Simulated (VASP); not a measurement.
# Sc2TaF3 (Cmmm) in VASP: further runs

Sc2TaF3 is run at these levels: PBE; tasks: single point, relaxation of cell and atoms.

All numbers are computed with VASP 6.6.1; they aren't measurements. Logs are shortened: lines on timing, memory, paths and dates and some standing lists are left out, and cuts for length are marked.

## (1) The cell of the first run

It takes space group Cmmm (No. 65, orthorhombic). The conventional cell has a = 4.522 Å, b = 10.040 Å, c = 3.534 Å, α = 90.00°, β = 90.00°, γ = 90.00°. Within 2.6 Å of Sc (site symmetry m2m) lie 5 F at 1.97 to 2.36 Å. Within 3.0 Å of Ta (site symmetry mmm) lie 6 F at 2.26 to 2.31 Å. Within 2.6 Å of F (site symmetry m2m) lie 3 Sc at 1.97 to 2.26 Å and 2 Ta at 2.31 Å. F (site symmetry mmm) has 2 Ta at 2.26 Å and 4 Sc at 2.36 Å within 3.0 Å.

The cell was generated, and may not be a known phase.

## (2) Single point, PBE

INCAR

```
SYSTEM = Sc2TaF3
PREC = Accurate
ENCUT = 520
EDIFF = 1E-6
ISMEAR = 0
SIGMA = 0.1
LREAL = .FALSE.
LASPH = .TRUE.
NELM = 100
ALGO = Normal
ISIF = 2
LWAVE = .FALSE.
LCHARG = .FALSE.
GGA = PE
NBANDS = 36
```

KPOINTS

```
regular mesh
0
G
  4 4 6
  0 0 0
```

POSCAR

```
Sc2TaF3
1.0
    2.2610594900     -5.0197699000      0.0000000000
    2.2610594900      5.0197699000      0.0000000000
    0.0000000000      0.0000000000      3.5341532400
Sc Ta F
2 1 3
Direct
    0.6562623200      0.3437376800      0.5000000000
    0.3437376800      0.6562623200      0.5000000000
    0.0000000000      0.0000000000      0.0000000000
    0.1478336900      0.8521663100      0.5000000000
    0.8521663100      0.1478336900      0.5000000000
    0.5000000000      0.5000000000      0.0000000000
```

Potentials or basis: VASP PAW PBE potentials, release 64 (Sc_sv, Ta_pv, F).

Launch:

```bash
$ cat potpaw_PBE.64/Sc_sv/POTCAR potpaw_PBE.64/Ta_pv/POTCAR potpaw_PBE.64/F/POTCAR > POTCAR
$ mpirun -np 1 vasp_std > vasp.out
```

OUTCAR:

```text
SYSTEM = Sc2TaF3
   PREC = Accurate
   ENCUT = 520
   EDIFF = 1E-6
   ISMEAR = 0
   LREAL = .FALSE.
   LASPH = .TRUE.
   NELM = 100
   ISIF = 2
   GGA = PE

 ion  position               nearest neighbor table
   1  0.656  0.344  0.500-   5 1.97   4 2.26   4 2.26   6 2.36   6 2.36   2 2.94   2 2.94   2 3.14
                             3 3.27   3 3.27   3 3.27   3 3.27
   2  0.344  0.656  0.500-   4 1.97   5 2.26   5 2.26   6 2.36   6 2.36   1 2.94   1 2.94   1 3.14
                             3 3.27   3 3.27   3 3.27   3 3.27
   3  0.000  0.000  0.000-   6 2.26   6 2.26   4 2.31   4 2.31   5 2.31   5 2.31   2 3.27   2 3.27
                             1 3.27   1 3.27   1 3.27   2 3.27   2 3.27   1 3.27
   4  0.148  0.852  0.500-   2 1.97   1 2.26   1 2.26   3 2.31   3 2.31
   5  0.852  0.148  0.500-   1 1.97   2 2.26   2 2.26   3 2.31   3 2.31
   6  0.500  0.500  0.000-   3 2.26   3 2.26   1 2.36   1 2.36   2 2.36   2 2.36

  LATTYP: Found a base centered orthorhombic cell.
 ALAT       =     4.5221189800
 B/A-ratio  =     2.2200963408
 C/A-ratio  =     0.7815259297

  Lattice vectors:

 A1 = (   2.2610594900,  -5.0197699000,   0.0000000000)
 A2 = (   2.2610594900,   5.0197699000,   0.0000000000)
 A3 = (   0.0000000000,   0.0000000000,   3.5341532400)

Analysis of symmetry for initial positions (statically):
=====================================================================
 Subroutine PRICEL returns:
 Original cell was already a primitive cell.

 Routine SETGRP: Setting up the symmetry group for a
 base centered orthorhombic supercell.

 Subroutine GETGRP returns: Found  8 space group operations
 (whereof  8 operations were pure point group operations)
 out of a pool of  8 trial point group operations.

The static configuration has the point symmetry D_2h.

Analysis of symmetry for dynamics (positions and initial velocities):
=====================================================================
 Subroutine PRICEL returns:
 Original cell was already a primitive cell.

 Routine SETGRP: Setting up the symmetry group for a
 base centered orthorhombic supercell.

 Subroutine GETGRP returns: Found  8 space group operations
 (whereof  8 operations were pure point group operations)
 out of a pool of  8 trial point group operations.

The dynamic configuration has the point symmetry D_2h.

 Subroutine INISYM returns: Found  8 space group operations
 (whereof  8 operations are pure point group operations),
 and found     1 'primitive' translations

----------------------------------------------------------------------------------------

                                     Primitive cell

  volume of cell :      80.2253

  direct lattice vectors                    reciprocal lattice vectors
     2.261059490 -5.019769900  0.000000000     0.221135270 -0.099606159  0.000000000
     2.261059490  5.019769900  0.000000000     0.221135270  0.099606159  0.000000000
     0.000000000  0.000000000  3.534153240     0.000000000  0.000000000  0.282953209

  length of vectors
     5.505495424  5.505495424  3.534153240     0.242532873  0.242532873  0.282953209

  position of ions in fractional coordinates (direct lattice)
     0.656262320  0.343737680  0.500000000
     0.343737680  0.656262320  0.500000000
     0.000000000  0.000000000  0.000000000
     0.147833690  0.852166310  0.500000000
     0.852166310  0.147833690  0.500000000
     0.500000000  0.500000000  0.000000000

  ion indices of the primitive-cell ions
   primitive index   ion index
                 1           1
                 2           2
                 3           3
                 4           4
                 5           5
                 6           6

----------------------------------------------------------------------------------------

 KPOINTS: regular mesh

Automatic generation of k-mesh.
 Grid dimensions read from file:
 generate k-points for:    4    4    6

 Generating k-lattice:

  Cartesian coordinates                     Fractional coordinates (reciprocal lattice)
     0.055283817 -0.024901540  0.000000000     0.250000000 -0.000000000  0.000000000
     0.055283817  0.024901540  0.000000000    -0.000000000  0.250000000  0.000000000
     0.000000000  0.000000000  0.047158868     0.000000000  0.000000000  0.166666667

  Length of vectors
     0.060633218  0.060633218  0.047158868

  Shift w.r.t. Gamma in fractional coordinates (k-lattice)
     0.000000000  0.000000000  0.000000000

 Subroutine IBZKPT returns following result:
 ===========================================

 Found     28 irreducible k-points:

 Following reciprocal coordinates:
            Coordinates               Weight
  0.000000  0.000000  0.000000      1.000000
  0.250000  0.000000  0.000000      4.000000
  0.500000  0.000000  0.000000      2.000000
  0.250000  0.250000  0.000000      2.000000
  0.500000  0.250000  0.000000      4.000000
 -0.250000  0.250000  0.000000      2.000000
[... 16 lines left out ...]
  0.250000  0.000000  0.500000      4.000000
  0.500000  0.000000  0.500000      2.000000
 [... further k-points ...]
   k-points           NKPTS =     28   k-points in BZ     NKDIM =     28   number of bands    NBANDS=     36
   number of dos      NEDOS =    301   number of ions     NIONS =      6
   total plane-waves  NPLWV =  49392
   dimension x,y,z NGX =    42 NGY =   42 NGZ =   28
   dimension x,y,z NGXF=    84 NGYF=   84 NGZF=   56
   ions per type =               2   1   3
   NGX,Y,Z   is equivalent  to a cutoff of  12.68, 12.68, 13.17 a.u.
   NGXF,Y,Z  is equivalent  to a cutoff of  25.36, 25.36, 26.34 a.u.
 SYSTEM =  Sc2TaF3
   PREC   = accura    normal or accurate (medium, high low for compatibility)
   ISTART =      0    job   : 0-new  1-cont  2-samecut
   ICHARG =      2    charge: 1-file 2-atom 10-const
   ISPIN  =      1    spin polarized calculation?
   LNONCOLLINEAR =      F non collinear calculations
   LSORBIT =      F    spin-orbit coupling
   LASPH  =      T    aspherical Exc in radial PAW
   ENCUT  =  520.0 eV  38.22 Ry    6.18 a.u.  10.24 10.24  6.57*2*pi/ulx,y,z
   NELM   =    100;   NELMIN=  2; NELMDL= -5     # of ELM steps
   EDIFF  = 0.1E-05   stopping-criterion for ELM
   LREAL  =      F    real-space projection
[... 7 lines left out ...]
   TEBEG  =    0.0;   TEEND  =   0.0 temperature during run
   PSTRESS=    0.0 pullay stress
   NELECT =      54.0000    total number of electrons
   NUPDOWN=      -1.0000    fix difference up-down
   EMIN   =  10.00;   EMAX   =-10.00  energy-range for DOS
   EFERMI =   0.00;   METHOD = LEGACY
   ISMEAR =     0;   SIGMA  =   0.10  broadening in eV -4-tet -1-fermi 0-gaus
   EFERMI_NEDOS =   21; number of points for ismear=-14 and -15
   IALGO  =     38    algorithm
   IMIX   =      4    mixing-type and parameters
     AMIX     =   0.40;   BMIX     =  1.00
     AMIX_MAG =   1.60;   BMIX_MAG =  1.00
  volume/ion in A,a.u.               =      13.37        90.23
  Fermi-wavevector in a.u.,A,eV,Ry     =   1.434726  2.711239 28.006766  2.058439
  Thomas-Fermi vector in A             =   2.554103
   LORBIT       =      0    0 simple, 1 ext, 2 COOP (PROOUT), +10 PAW based schemes
   GGA     = PE    functional components
   LHFCALC =     F    Hartree Fock is set to
   AEXX    =    0.0000 exact exchange contribution
   IVDW    =     0    specifies the selected vdW correction
   LEPSILON=     F    determine dielectric tensor
   LRPA    =     F    only Hartree local field effects (RPA)
 non-spin polarized calculation
 Gauss-broadening in eV      SIGMA  =   0.10
  energy-cutoff  :      520.00
  volume of cell :       80.23
 maximum number of plane-waves:      2188
 NGX is ok and might be reduce to    42
   NGX = 21   NGY = 21   NGZ = 13

 number of electron      54.0000016 magnetization

 Free energy of the ion-electron system (eV)
  ---------------------------------------------------
  ext. energy  EPLUGINS =         0.00000000
  ---------------------------------------------------
  free energy    TOTEN  =       -36.19183893 eV

  energy without entropy =      -36.16762266  energy(sigma->0) =      -36.17973080

 E-fermi :   6.6613     XC(G=0): -11.3305

 val. band max:        6.6609011998   @ k =   0.2500   0.0000   0.0000
 cond. band min:       6.6838111104   @ k =   0.2500   0.2500   0.1667
 fundamental gap:      0.0229099106
 Fermi energy:         6.6613324497

 k-point     1 :       0.0000    0.0000    0.0000
  band No.  band energies     occupation
      1     -43.8054      2.00000
      2     -43.7023      2.00000
      3     -29.1741      2.00000
      4     -29.1625      2.00000
      5     -29.0688      2.00000
      6     -23.4167      2.00000
[... 28 lines left out ...]
     35       8.6090      0.00000
     36       8.8712      0.00000

 k-point     2 :       0.2500    0.0000    0.0000
  band No.  band energies     occupation
      1     -43.7904      2.00000
      2     -43.7163      2.00000
      3     -29.1748      2.00000
      4     -29.1619      2.00000
      5     -29.1018      2.00000
      6     -23.4970      2.00000
[... 28 lines left out ...]
     35       8.7035      0.00000
     36       8.7460      0.00000

 k-point     3 :       0.5000    0.0000    0.0000
  band No.  band energies     occupation
      1     -43.7621      2.00000
      2     -43.7437      2.00000
      3     -29.1755      2.00000
      4     -29.1613      2.00000
      5     -29.1339      2.00000
      6     -23.5730      2.00000
[... 28 lines left out ...]
     35       8.6211      0.00000
     36       8.6788      0.00000
[... 742 lines left out ...]
 k-point    23 :       0.2500    0.0000    0.5000
  band No.  band energies     occupation
      1     -43.7816      2.00000
      2     -43.7087      2.00000
      3     -29.3383      2.00000
      4     -29.1177      2.00000
      5     -29.0910      2.00000
      6     -23.4112      2.00000
[... 28 lines left out ...]
     35       9.0605      0.00000
     36       9.1497      0.00000

 k-point    24 :       0.5000    0.0000    0.5000
  band No.  band energies     occupation
      1     -43.7533      2.00000
      2     -43.7360      2.00000
      3     -29.3407      2.00000
      4     -29.1246      2.00000
      5     -29.1172      2.00000
      6     -23.5538      2.00000
[... 28 lines left out ...]
     35       9.3757      0.00000
     36       9.3774      0.00000

 [... further k-points ...]

------------------------ aborting loop because EDIFF is reached ----------------------------------------

  FORCE on cell =-STRESS in cart. coord.  units (eV):
  Direction    XX          YY          ZZ          XY          YZ          ZX
  --------------------------------------------------------------------------------------
  -------------------------------------------------------------------------------------
  Total        7.8182417     12.3284604      2.3947346      0.0000000      0.0000000      0.0000000
  in kB      156.1379606    246.2114550     47.8252014      0.0000000      0.0000000      0.0000000
  external PRESSURE =     150.0582057 kB  Pullay stress =       0.0000000 kB

 VOLUME and BASIS-vectors are now :
 -----------------------------------------------------------------------------
  energy-cutoff  :      520.00
  volume of cell :       80.23
      direct lattice vectors                 reciprocal lattice vectors
     2.261059490 -5.019769900  0.000000000     0.221135270 -0.099606159  0.000000000
     2.261059490  5.019769900  0.000000000     0.221135270  0.099606159  0.000000000
     0.000000000  0.000000000  3.534153240     0.000000000  0.000000000  0.282953209

 POSITION                                       TOTAL-FORCE (eV/Angst)
 -----------------------------------------------------------------------------------
      2.26106     -1.56880      1.76708         0.000000      2.152933     -0.000000
      2.26106      1.56880      1.76708         0.000000     -2.152933      0.000000
      0.00000      0.00000      0.00000         0.000000     -0.000000      0.000000
      2.26106      3.53559      1.76708         0.000000      0.898097      0.000000
      2.26106     -3.53559      1.76708         0.000000     -0.898097      0.000000
      2.26106      0.00000      0.00000         0.000000     -0.000000      0.000000
 -----------------------------------------------------------------------------------
    total drift:                               -0.000000      0.000000      0.000000

  FREE ENERGIE OF THE ION-ELECTRON SYSTEM (eV)
  ---------------------------------------------------
  free  energy   TOTEN  =       -36.1918389306 eV

  energy  without entropy=      -36.1676226606  energy(sigma->0) =      -36.17973080
```

Wall time 71 s (1 thread of Intel Xeon 6975P-C (Granite Rapids), shared host); peak memory 0.25 GiB.

Results:

| Item | Value |
| --- | --- |
| Free energy | -36.1918 eV |
| Pressure | 15.0 GPa |
| Largest force | 2.153 eV/Å |
| Band gap on the k mesh | zero (bands 27 and 28 overlap by 1.44 eV) |

Forces in eV/Å, atoms in the order of the input:
```
Sc   0.000  2.153  0.000
Sc   0.000 -2.153  0.000
Ta   0.000  0.000  0.000
F    0.000  0.898  0.000
F    0.000 -0.898  0.000
F    0.000  0.000  0.000
```

Caveat: the k points lie up to 0.38 Å⁻¹ apart, too coarse for converged energies and pressures of a metal; spin-orbit coupling is left out, which moves the levels of the heavy elements; forces of over 1 eV/Å act on the atoms, so gaps and moduli don't describe the material at rest.

(Part 1 of 3 ends here.)

The gap in the log of VASP goes by the Fermi energy; the results here count the filled bands.